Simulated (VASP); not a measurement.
# MnS (P6_3mc) in VASP: further runs

The runs below take MnS through single point, with PBEsol.

Program: VASP 6.6.1. These are calculated values, not measurements. Logs are shortened: lines on timing, memory, paths and dates and some standing lists are left out, and cuts for length are marked.

## (1) The cell of the first run

Symmetry: P6_3mc, No. 186, hexagonal system. Conventional cell: a = 3.954 Å, b = 3.954 Å, c = 6.343 Å, α = 90.00°, β = 90.00°, γ = 120.00°. Mn (site symmetry 3m) has 4 S at 2.36 to 2.42 Å within 3.1 Å. S (site symmetry 3m) has 4 Mn at 2.36 to 2.42 Å within 3.1 Å.

## (2) Single point, PBEsol, collinear spin, ferromagnetic start

File INCAR:

```
ALGO = Normal
EDIFF = 1E-7
ENCUT = 520
GGA = PS
ISIF = 2
ISMEAR = -1
ISPIN = 2
LASPH = True
LCHARG = False
LMAXMIX = 4
LORBIT = 11
LREAL = False
LWAVE = False
MAGMOM = 8 8 0 0
NBANDS = 31
NELM = 150
NUPDOWN = 16.0
PREC = Accurate
SIGMA = 0.05
```

File KPOINTS:

```
k-points
0
Gamma
  7 7 4
```

File POSCAR:

```
MnS
1.0
    3.9535769233      0.0000000000      0.0000000000
   -1.9767884617      3.4238980514      0.0000000000
    0.0000000000      0.0000000000      6.3425288600
Mn S
2 2
Direct
    0.6666666667      0.3333333333      0.4988446700
    0.3333333333      0.6666666667      0.9988446700
    0.3333333333      0.6666666667      0.6261543000
    0.6666666667      0.3333333333      0.1261543000
```

Potentials or basis: VASP PAW PBE potentials, release 64 (Mn_pv, S).

Started as:

```
$ cat potpaw_PBE.64/Mn_pv/POTCAR potpaw_PBE.64/S/POTCAR > POTCAR
$ mpirun -np 1 vasp_std > vasp.out
```

OUTCAR:

```text
EDIFF = 1E-7
   ENCUT = 520
   GGA = PS
   ISIF = 2
   ISMEAR = -1
   ISPIN = 2
   LASPH = True
   LORBIT = 11
   LREAL = False
   NELM = 150
   NUPDOWN = 16.0
   PREC = Accurate

 ion  position               nearest neighbor table
   1  0.667  0.333  0.499-   4 2.36   3 2.42   3 2.42   3 2.42
   2  0.333  0.667  0.999-   3 2.36   4 2.42   4 2.42   4 2.42
   3  0.333  0.667  0.626-   2 2.36   1 2.42   1 2.42   1 2.42
   4  0.667  0.333  0.126-   1 2.36   2 2.42   2 2.42   2 2.42

  LATTYP: Found a hexagonal cell.
 ALAT       =     3.9535769233
 C/A-ratio  =     1.6042507792

  Lattice vectors:

 A1 = (   3.9535769233,   0.0000000000,   0.0000000000)
 A2 = (  -1.9767884617,   3.4238980514,   0.0000000000)
 A3 = (   0.0000000000,   0.0000000000,   6.3425288600)

Analysis of symmetry for initial positions (statically):
=====================================================================
 Subroutine PRICEL returns:
 Original cell was already a primitive cell.

 Routine SETGRP: Setting up the symmetry group for a
 hexagonal supercell.

 Subroutine GETGRP returns: Found 12 space group operations
 (whereof  6 operations were pure point group operations)
 out of a pool of 24 trial point group operations.

The static configuration has the point symmetry C_3v.
 The point group associated with its full space group is C_6v.

Analysis of symmetry for dynamics (positions and initial velocities):
=====================================================================
 Subroutine PRICEL returns:
 Original cell was already a primitive cell.

 Routine SETGRP: Setting up the symmetry group for a
 hexagonal supercell.

 Subroutine GETGRP returns: Found 12 space group operations
 (whereof  6 operations were pure point group operations)
 out of a pool of 24 trial point group operations.

The dynamic configuration has the point symmetry C_3v.
 The point group associated with its full space group is C_6v.

Analysis of structural, dynamic, and magnetic symmetry:
=====================================================================
 Subroutine PRICEL returns:
 Original cell was already a primitive cell.

 Routine SETGRP: Setting up the symmetry group for a
 hexagonal supercell.

 Subroutine GETGRP returns: Found 12 space group operations
 (whereof  6 operations were pure point group operations)
 out of a pool of 24 trial point group operations.

The overall configuration has the point symmetry C_3v.
 The point group associated with its full space group is C_6v.

 Subroutine INISYM returns: Found 12 space group operations
 (whereof  6 operations are pure point group operations),
 and found     1 'primitive' translations

----------------------------------------------------------------------------------------

                                     Primitive cell

  volume of cell :      85.8566

  direct lattice vectors                    reciprocal lattice vectors
     3.953576923  0.000000000  0.000000000     0.252935511  0.146032385  0.000000000
    -1.976788462  3.423898051  0.000000000     0.000000000  0.292064771  0.000000000
     0.000000000  0.000000000  6.342528860     0.000000000  0.000000000  0.157665818

  length of vectors
     3.953576923  3.953576923  6.342528860     0.292064771  0.292064771  0.157665818

  position of ions in fractional coordinates (direct lattice)
     0.666666667  0.333333333  0.498844670
     0.333333333  0.666666667  0.998844670
     0.333333333  0.666666667  0.626154300
     0.666666667  0.333333333  0.126154300

  ion indices of the primitive-cell ions
   primitive index   ion index
                 1           1
                 2           2
                 3           3
                 4           4

----------------------------------------------------------------------------------------

 KPOINTS: k-points

Automatic generation of k-mesh.
 Grid dimensions read from file:
 generate k-points for:    7    7    4

 Generating k-lattice:

  Cartesian coordinates                     Fractional coordinates (reciprocal lattice)
     0.036133644  0.020861769  0.000000000     0.142857143  0.000000000  0.000000000
     0.000000000  0.041723539  0.000000000     0.000000000  0.142857143  0.000000000
     0.000000000  0.000000000  0.039416454     0.000000000  0.000000000  0.250000000

  Length of vectors
     0.041723539  0.041723539  0.039416454

  Shift w.r.t. Gamma in fractional coordinates (k-lattice)
     0.000000000  0.000000000  0.000000000

 Subroutine IBZKPT returns following result:
 ===========================================

 Found     24 irreducible k-points:

 Following reciprocal coordinates:
            Coordinates               Weight
  0.000000  0.000000  0.000000      1.000000
  0.142857  0.000000  0.000000      6.000000
  0.285714  0.000000  0.000000      6.000000
  0.428571  0.000000  0.000000      6.000000
  0.142857  0.142857  0.000000      6.000000
  0.285714  0.142857  0.000000     12.000000
[... 16 lines left out ...]
  0.428571  0.142857  0.500000      6.000000
  0.285714  0.285714  0.500000      6.000000
   k-points           NKPTS =     24   k-points in BZ     NKDIM =     24   number of bands    NBANDS=     31
   number of dos      NEDOS =    301   number of ions     NIONS =      4
   total plane-waves  NPLWV =  43200
   dimension x,y,z NGX =    30 NGY =   30 NGZ =   48
   dimension x,y,z NGXF=    60 NGYF=   60 NGZF=   96
   ions per type =               2   2
   NGX,Y,Z   is equivalent  to a cutoff of  12.61, 12.61, 12.58 a.u.
   NGXF,Y,Z  is equivalent  to a cutoff of  25.23, 25.23, 25.16 a.u.
 SYSTEM =  unknown system
   PREC   = accura    normal or accurate (medium, high low for compatibility)
   ISTART =      0    job   : 0-new  1-cont  2-samecut
   ICHARG =      2    charge: 1-file 2-atom 10-const
   ISPIN  =      2    spin polarized calculation?
   LNONCOLLINEAR =      F non collinear calculations
   LSORBIT =      F    spin-orbit coupling
   LASPH  =      T    aspherical Exc in radial PAW
   ENCUT  =  520.0 eV  38.22 Ry    6.18 a.u.   7.35  7.35 11.79*2*pi/ulx,y,z
   NELM   =    150;   NELMIN=  2; NELMDL= -5     # of ELM steps
   EDIFF  = 0.1E-06   stopping-criterion for ELM
   LREAL  =      F    real-space projection
   EDIFFG = 0.1E-05   stopping-criterion for IOM
   NSW    =      0    number of steps for IOM
   IBRION =     -1    ionic relax: 0-MD 1-quasi-New 2-CG
   NFREE  =      0    steps in history (QN), initial steepest desc. (CG)
   ISIF   =      2    stress and relaxation
   ISYM   =      2    0-nonsym 1-usesym 2-fastsym
   POTIM  = 0.5000    time-step for ionic-motion
   TEBEG  =    0.0;   TEEND  =   0.0 temperature during run
   PSTRESS=    0.0 pullay stress
   NELECT =      38.0000    total number of electrons
   NUPDOWN=      16.0000    fix difference up-down
   EMIN   =  10.00;   EMAX   =-10.00  energy-range for DOS
   EFERMI =   0.00;   METHOD = LEGACY
   ISMEAR =    -1;   SIGMA  =   0.05  broadening in eV -4-tet -1-fermi 0-gaus
   EFERMI_NEDOS =   21; number of points for ismear=-14 and -15
   IALGO  =     38    algorithm
   IMIX   =      4    mixing-type and parameters
     AMIX     =   0.40;   BMIX     =  1.00
     AMIX_MAG =   1.60;   BMIX_MAG =  1.00
  volume/ion in A,a.u.               =      21.46       144.85
  Fermi-wavevector in a.u.,A,eV,Ry     =   1.247608  2.357638 21.177824  1.556526
  Thomas-Fermi vector in A             =   2.381733
   LORBIT       =     11    0 simple, 1 ext, 2 COOP (PROOUT), +10 PAW based schemes
   GGA     = PS    functional components
   LHFCALC =     F    Hartree Fock is set to
   AEXX    =    0.0000 exact exchange contribution
   IVDW    =     0    specifies the selected vdW correction
   LEPSILON=     F    determine dielectric tensor
   LRPA    =     F    only Hartree local field effects (RPA)
 spin polarized calculation
  energy-cutoff  :      520.00
  volume of cell :       85.86
 maximum number of plane-waves:      2340
 NGX is ok and might be reduce to    30
   NGX = 15   NGY = 15   NGZ = 23

 number of electron      37.9999986 magnetization      15.9999993

 Free energy of the ion-electron system (eV)
  ---------------------------------------------------
  ext. energy  EPLUGINS =         0.00000000
  ---------------------------------------------------
  free energy    TOTEN  =        -8.73028936 eV

  energy without entropy =       -8.68056484  energy(sigma->0) =       -8.70542710

 E-fermi :   0.9398     XC(G=0):  -9.7234

 val. band max:        8.9043360788   @ k =   0.1429   0.1429   0.0000
 cond. band min:       0.9402879085   @ k =   0.1429   0.0000   0.0000
 fundamental gap:     -7.9640481704
 Fermi energy:         8.9050273400

 spin component 1

 k-point     1 :       0.0000    0.0000    0.0000
  band No.  band energies     occupation
      1     -46.5169      1.00000
      2     -46.5161      1.00000
      3     -46.5161      1.00000
      4     -46.5154      1.00000
      5     -46.5154      1.00000
      6     -46.5126      1.00000
[... 23 lines left out ...]
     30      10.5766      0.00000
     31      10.5766      0.00000

 k-point     2 :       0.1429    0.0000    0.0000
  band No.  band energies     occupation
      1     -46.5169      1.00000
      2     -46.5164      1.00000
      3     -46.5163      1.00000
      4     -46.5159      1.00000
      5     -46.5155      1.00000
      6     -46.5128      1.00000
[... 23 lines left out ...]
     30      10.3503      0.00000
     31      10.6199      0.00000

 k-point     3 :       0.2857    0.0000    0.0000
  band No.  band energies     occupation
      1     -46.5178      1.00000
      2     -46.5171      1.00000
      3     -46.5166      1.00000
      4     -46.5160      1.00000
      5     -46.5157      1.00000
      6     -46.5131      1.00000
[... 703 lines left out ...]
     30      10.0336      0.00000
     31      11.8222      0.00000

 k-point    24 :       0.2857    0.2857    0.5000
  band No.  band energies     occupation
      1     -46.5184      1.00000
      2     -46.5184      1.00000
      3     -46.5172      1.00000
      4     -46.5172      1.00000
      5     -46.5141      1.00000
      6     -46.5141      1.00000
[... 23 lines left out ...]
     30       9.7060      0.00000
     31      11.6404      0.00000
 Fermi energy:         0.9398416187

 spin component 2

 k-point     1 :       0.0000    0.0000    0.0000
  band No.  band energies     occupation
      1     -41.5810      1.00000
      2     -41.5754      1.00000
      3     -41.5678      1.00000
      4     -41.5678      1.00000
      5     -41.5669      1.00000
      6     -41.5669      1.00000
[... 23 lines left out ...]
     30      12.9703      0.00000
     31      12.9703      0.00000

 k-point     2 :       0.1429    0.0000    0.0000
  band No.  band energies     occupation
      1     -41.5807      1.00000
      2     -41.5756      1.00000
      3     -41.5685      1.00000
      4     -41.5680      1.00000
      5     -41.5676      1.00000
      6     -41.5670      1.00000
[... 23 lines left out ...]
     30      12.7424      0.00000
     31      13.0707      0.00000

 k-point     3 :       0.2857    0.0000    0.0000
  band No.  band energies     occupation
      1     -41.5799      1.00000
      2     -41.5761      1.00000
      3     -41.5699      1.00000
      4     -41.5692      1.00000
      5     -41.5685      1.00000
      6     -41.5673      1.00000
[... 703 lines left out ...]
     30      12.5420      0.00000
     31      14.1717      0.00000

 k-point    24 :       0.2857    0.2857    0.5000
  band No.  band energies     occupation
      1     -41.5782      1.00000
      2     -41.5782      1.00000
      3     -41.5701      1.00000
      4     -41.5701      1.00000
      5     -41.5692      1.00000
      6     -41.5692      1.00000
[... 23 lines left out ...]
     30      12.2742      0.00000
     31      13.9229      0.00000

------------------------ aborting loop because EDIFF is reached ----------------------------------------

  FORCE on cell =-STRESS in cart. coord.  units (eV):
  Direction    XX          YY          ZZ          XY          YZ          ZX
  --------------------------------------------------------------------------------------
  -------------------------------------------------------------------------------------
  Total       16.3856830     16.3856830     16.8695307     -0.0000000      0.0000000     -0.0000000
  in kB      305.7747797    305.7747797    314.8039073     -0.0000000      0.0000000     -0.0000000
  external PRESSURE =     308.7844889 kB  Pullay stress =       0.0000000 kB

 VOLUME and BASIS-vectors are now :
 -----------------------------------------------------------------------------
  energy-cutoff  :      520.00
  volume of cell :       85.86
      direct lattice vectors                 reciprocal lattice vectors
     3.953576923  0.000000000  0.000000000     0.252935511  0.146032385  0.000000000
    -1.976788462  3.423898051  0.000000000     0.000000000  0.292064771  0.000000000
     0.000000000  0.000000000  6.342528860     0.000000000  0.000000000  0.157665818

 POSITION                                       TOTAL-FORCE (eV/Angst)
 -----------------------------------------------------------------------------------
      1.97679      1.14130      3.16394        -0.000000      0.000000      0.155666
     -0.00000      2.28260      6.33520         0.000000     -0.000000      0.155666
     -0.00000      2.28260      3.97140         0.000000     -0.000000     -0.155666
      1.97679      1.14130      0.80014        -0.000000      0.000000     -0.155666
 -----------------------------------------------------------------------------------
    total drift:                                0.000000      0.000001      0.001877

  FREE ENERGIE OF THE ION-ELECTRON SYSTEM (eV)
  ---------------------------------------------------
  free  energy   TOTEN  =        -8.7302893556 eV

  energy  without entropy=       -8.6805648385  energy(sigma->0) =       -8.70542710

 total charge

# of ion       s       p       d       tot
------------------------------------------
    1        0.393   6.247   4.758  11.398
    2        0.393   6.247   4.758  11.398
    3        1.416   2.099   0.000   3.515
    4        1.416   2.099   0.000   3.515
--------------------------------------------------
tot          3.618  16.693   9.515  29.827

 magnetization (x)

# of ion       s       p       d       tot
------------------------------------------
    1        0.199   0.186   4.540   4.925
    2        0.199   0.186   4.540   4.925
    3        0.102   0.939   0.000   1.041
    4        0.102   0.939   0.000   1.041
--------------------------------------------------
tot          0.602   2.250   9.080  11.932
```

It took 4.1 min on 1 thread of AMD EPYC 7R13, shared host; peak memory 0.25 GiB.

What came out:

| Quantity | Value |
| --- | --- |
| Free energy | -8.7303 eV |
| Pressure | 30.9 GPa |
| Largest force | 0.156 eV/Å |
| Net moment | 16.00 μB per cell |
| Site moments | Mn +4.92; S +1.04 μB |
| Valence electrons inside the program's atomic spheres | Mn 11.40; S 3.52 |

Forces in eV/Å, atoms in the order of the input:
```
Mn   0.000  0.000  0.156
Mn   0.000  0.000  0.156
S    0.000  0.000 -0.156
S    0.000  0.000 -0.156
```

Stress tensor (GPa, compression positive):
```
30.58  0.00  0.00
 0.00 30.58  0.00
 0.00  0.00 31.48
```

Caveat: the PAW data sets were made with another functional, which shifts forces and pressure a little; the total moment is fixed, so each spin has its own Fermi level; only a ferromagnetic start was run, and an antiferromagnetic order may lie lower in energy.

## (3) Single point, PBEsol

File INCAR:

```
PREC = Accurate
ENCUT = 520
EDIFF = 1E-6
ISMEAR = -1
SIGMA = 0.05
LREAL = F
LASPH = T
NELM = 60
ALGO = Normal
ISIF = 2
LWAVE = F
LCHARG = F
GGA = PS
NBANDS = 27
```

File KPOINTS:

```
regular mesh
0
Gamma
  8 8 4
```

POSCAR is that of step 2.

Potentials or basis: VASP PAW PBE potentials, release 64 (Mn_pv, S).

Started as:

```
$ cat potpaw_PBE.64/Mn_pv/POTCAR potpaw_PBE.64/S/POTCAR > POTCAR
$ mpirun -np 1 vasp_std > vasp.out
```

OUTCAR:

```text
PREC = Accurate
   ENCUT = 520
   EDIFF = 1E-6
   ISMEAR = -1
   LREAL = F
   LASPH = T
   NELM = 60
   ISIF = 2
   GGA = PS

 ion  position               nearest neighbor table
   1  0.667  0.333  0.499-   4 2.36   3 2.42   3 2.42   3 2.42
   2  0.333  0.667  0.999-   3 2.36   4 2.42   4 2.42   4 2.42
   3  0.333  0.667  0.626-   2 2.36   1 2.42   1 2.42   1 2.42
   4  0.667  0.333  0.126-   1 2.36   2 2.42   2 2.42   2 2.42

  LATTYP: Found a hexagonal cell.
 ALAT       =     3.9535769233
 C/A-ratio  =     1.6042507792

  Lattice vectors:

 A1 = (   3.9535769233,   0.0000000000,   0.0000000000)
 A2 = (  -1.9767884617,   3.4238980514,   0.0000000000)
 A3 = (   0.0000000000,   0.0000000000,   6.3425288600)

Analysis of symmetry for initial positions (statically):
=====================================================================
 Subroutine PRICEL returns:
 Original cell was already a primitive cell.

 Routine SETGRP: Setting up the symmetry group for a
[... 165 lines left out ...]

 Free energy of the ion-electron system (eV)
  ---------------------------------------------------
  ext. energy  EPLUGINS =         0.00000000
  ---------------------------------------------------
  free energy    TOTEN  =       -26.58308369 eV

  energy without entropy =      -26.51422617  energy(sigma->0) =      -26.54865493

 E-fermi :   3.9039     XC(G=0):  -9.7201

 val. band max:        3.8993057557   @ k =   0.3750   0.2500   0.5000
 cond. band min:       3.9396902585   @ k =   0.3750   0.0000   0.5000
 fundamental gap:      0.0403845029
 Fermi energy:         3.9038940103

 k-point     1 :       0.0000    0.0000    0.0000
  band No.  band energies     occupation
      1     -43.7336      2.00000
      2     -43.7286      2.00000
      3     -43.6553      2.00000
      4     -43.6553      2.00000
      5     -43.6545      2.00000
      6     -43.6545      2.00000
[... 709 lines left out ...]
     26       8.2175      0.00000
     27      10.2870      0.00000

 [... further k-points ...]
[... 5 lines left out ...]
  --------------------------------------------------------------------------------------
  -------------------------------------------------------------------------------------
  Total      -12.6788414    -12.6788414    -11.8105595      0.0000000      0.0000000      0.0000000
  in kB     -236.6010575   -236.6010575   -220.3979671      0.0000000      0.0000000      0.0000000
  external PRESSURE =    -231.2000274 kB  Pullay stress =       0.0000000 kB

 VOLUME and BASIS-vectors are now :
 -----------------------------------------------------------------------------
  energy-cutoff  :      520.00
  volume of cell :       85.86
      direct lattice vectors                 reciprocal lattice vectors
     3.953576923  0.000000000  0.000000000     0.252935511  0.146032385  0.000000000
    -1.976788462  3.423898051  0.000000000     0.000000000  0.292064771  0.000000000
     0.000000000  0.000000000  6.342528860     0.000000000  0.000000000  0.157665818

 POSITION                                       TOTAL-FORCE (eV/Angst)
 -----------------------------------------------------------------------------------
      1.97679      1.14130      3.16394         0.000000     -0.000000      0.084125
     -0.00000      2.28260      6.33520        -0.000000      0.000000      0.084125
     -0.00000      2.28260      3.97140         0.000000      0.000000     -0.084125
      1.97679      1.14130      0.80014        -0.000000     -0.000000     -0.084125
 -----------------------------------------------------------------------------------
    total drift:                                0.000000      0.000001      0.001840

  FREE ENERGIE OF THE ION-ELECTRON SYSTEM (eV)
  ---------------------------------------------------
  free  energy   TOTEN  =       -26.5830836920 eV

  energy  without entropy=      -26.5142261730  energy(sigma->0) =      -26.54865493
```

It took 84 s on 1 thread of Intel Xeon 8259CL, shared host; peak memory 0.22 GiB.

What came out:

* Free energy: -26.5831 eV
* Pressure: -23.1 GPa
* Largest force: 0.084 eV/Å
* Band gap on the k mesh: zero (band 19 reaches 4.58 eV, above the bottom of band 20 at 3.68 eV)

Forces in eV/Å, atoms in the order of the input:
```
Mn   0.000  0.000  0.084
Mn   0.000  0.000  0.084
S    0.000  0.000 -0.084
S    0.000  0.000 -0.084
```

Stress tensor (GPa, compression positive):
```
-23.66   0.00   0.00
  0.00 -23.66   0.00
  0.00   0.00 -22.04
```

Caveat: the PAW data sets were made with another functional, which shifts forces and pressure a little; the run has no spin polarisation, though such a crystal can be magnetic; semilocal functionals often make such compounds metallic where correlation or magnetic order opens a gap, which also shifts bond lengths. Spin polarisation is off, so any magnetic state and its effect on volume and gap are missing.

[end of part 1 of 2]
